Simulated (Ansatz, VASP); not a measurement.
PbS in VASP and in Ansatz

```xyz
2
Lattice="0.0000 3.0313 3.0313 3.0313 0.0000 3.0313 3.0313 3.0313 0.0000" Properties=species:S:1:pos:R:3 pbc="T T T"
Pb    3.0313    3.0313    3.0313
S     0.0000    0.0000    0.0000
```

Alike in both runs: task single point; functional revPBE; k mesh 8 × 8 × 8; occupations gaussian, width 0.05 eV; no spin polarisation.

|  | VASP | Ansatz |
| --- | --- | --- |
| version | VASP 6.6.1 | Ansatz 0.2.0 |
| potentials or method | VASP PAW PBE potentials, release 64 (Pb_d, S), cutoff 520 eV | scalar-relativistic, plane waves, PAW |
| valence electrons in the cell | 20 | 20 |

VASP gave:

| Quantity | Value |
| --- | --- |
| gap on the k mesh at the Fermi level (eV) | 0.66 |
| least direct gap on the mesh (eV) | 0.66 |
| pressure (GPa) | -0.1 |

Question: Which values does Ansatz return?

Answer: gap on the k mesh at the Fermi level (eV): 0.65; least direct gap on the mesh (eV): 0.65; pressure (GPa): 0.0.

VASP's potentials were made for PBE, not for revPBE. The functional is the same, so the differences come from potentials, cutoffs and numerics.

Spin-orbit coupling is off throughout.
